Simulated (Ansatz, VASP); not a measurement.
Given: the input of a run of VASP 6.6.1 on Ga.

The input INCAR:

```
PREC = Accurate
ENCUT = 520
EDIFF = 1E-7
ISMEAR = -1
SIGMA = 0.05
LREAL = F
LASPH = T
NELM = 100
ALGO = Fast
ISIF = 2
LWAVE = F
LCHARG = F
GGA = CA
NBANDS = 20
```

KPOINTS

```
Automatic mesh
0
Gamma
  10 10 8
```

The input POSCAR:

```
Ga
1.0
    1.4011994555     -4.0794863395      0.0000000000
    1.4011994555      4.0794863395      0.0000000000
   -0.1189930338      0.0000000000      3.3737493278
Ga
2
Direct
    0.1310000000      0.8690000000      0.7500000000
    0.8690000000      0.1310000000      0.2500000000
```

Potentials or basis: VASP PAW LDA potentials, release 64 (Ga_d).

The run is started by

```sh
$ cat potpaw_LDA.64/Ga_d/POTCAR > POTCAR
$ mpirun -np 1 vasp_std > vasp.out
```

Question: Set up the same calculation for Ansatz 0.2.0. Potentials there: all-electron LAPW, scalar-relativistic.

Answer: As run (the cutoff follows the program's own potentials):

Contents of input.yaml:

```yaml
crystal:
  lattice:
    - [1.4011994555, -4.0794863395, 0.0]
    - [1.4011994555, 4.0794863395, 0.0]
    - [-0.1189930338, 0.0, 3.3737493278]
  atoms:
    - { symbol: Ga, position: [0.131, 0.869, 0.75] }
    - { symbol: Ga, position: [0.869, 0.131, 0.25] }
kpoints:
  mp_grid: { grid: [10, 10, 8] }
scf:
  occupations: { method: fermi_dirac, width: 0.05 }
hamiltonian:
  xc: lda
  pseudopotentials: { kind: all_electron, lapw: { basis_error: 0.001 } }
output:
  forces: true
  stress: true
  eigenvalues: true
```

Potentials or basis: all-electron LAPW, scalar-relativistic.

The run is started by

```bash
$ ansatz run input.yaml --threads 1 --pin off --max-ram 3072MiB --backend cpu --events-out ev --progress --plain --runs-dir out
```

Both were run:

|  | VASP | Ansatz | Ansatz less VASP |
| --- | --- | --- | --- |
| gap on the k mesh at the Fermi level (eV) | none | none | - |
| pressure (GPa) | -5.5 | -5.5 | +0.01 |
| traceless stress, the component that is largest in VASP (GPa) | -0.45 | -0.45 | +0.004 |
| rms of the force components (eV/Å) | 0.093 | 0.091 | -0.0026 |

LDA's correlation is that of Perdew and Zunger in VASP and of Perdew and Wang (1992) in Ansatz. Atom by atom the forces differ by 0.003 eV/Å (rms over components). A gap of «none» marks a metal or a gap that the smearing closes. Ansatz ran all-electron here, and VASP with PAW potentials.
